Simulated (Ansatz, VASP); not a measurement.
# Two plane-wave programs on BaTe

The input INCAR:

```
SYSTEM = BaTe
ALGO     = Normal         ! electronic algorithm
EDIFF    = 1E-6           ! SCF threshold, eV
ENCUT    = 520            ! plane-wave cutoff, eV
GGA      = PE             ! functional
ISIF     = 2              ! what is computed and relaxed
ISMEAR   = 0              ! smearing method
LASPH    = .True.         ! aspherical terms in the spheres
LCHARG   = .False.        ! write CHGCAR
LREAL    = .False.        ! projectors in reciprocal space
LWAVE    = .False.        ! write WAVECAR
NBANDS   = 15             ! bands
NELM     = 100            ! most SCF steps
PREC     = Accurate       ! precision mode
SIGMA    = 0.01           ! smearing width, eV
```

KPOINTS

```
k-points
0
Gamma
  4 4 4
  0 0 0
```

The input POSCAR:

```
BaTe
1.0
    0.0000000000      3.5323793130      3.5323793130
    3.5323793130      0.0000000000      3.5323793130
    3.5323793130      3.5323793130      0.0000000000
Ba Te
1 1
Direct
    0.0000000000      0.0000000000      0.0000000000
    0.5000000000      0.5000000000      0.5000000000
```

Input for Ansatz:

```yaml
crystal:
  lattice:
    - [0.0, 3.532379313, 3.532379313]
    - [3.532379313, 0.0, 3.532379313]
    - [3.532379313, 3.532379313, 0.0]
  atoms:
    - { symbol: Ba, position: [0.0, 0.0, 0.0] }
    - { symbol: Te, position: [0.5, 0.5, 0.5] }
kpoints:
  mp_grid: { grid: [4, 4, 4] }
hamiltonian:
  xc: pbe
scf:
  occupations: { method: fixed }
  n_extra_bands: 4
output:
  forces: true
  stress: true
  eigenvalues: true
```

Alike in both runs: task single point; functional PBE; k mesh 4 × 4 × 4; no spin polarisation.

|  | VASP | Ansatz |
| --- | --- | --- |
| version | VASP 6.6.1 | Ansatz 0.2.0 |
| potentials or method | VASP PAW PBE potentials, release 64 (Ba_sv, Te) | plane waves, PAW |
| plane-wave cutoff (eV) | 520 | 420 |
| occupations | gaussian, width 0.01 eV | fixed |
| valence electrons in the cell | 16 | 26 |

```csv
,VASP,Ansatz,Ansatz less VASP
gap on the k mesh at the Fermi level (eV),1.57,1.65,+0.078
pressure (GPa),0.4,0.0,-0.31
```

VASP's potentials hold 16 valence electrons a cell and Ansatz's 26, so a difference there can come from the potentials and not from the codes.

Spin-orbit coupling is off throughout.
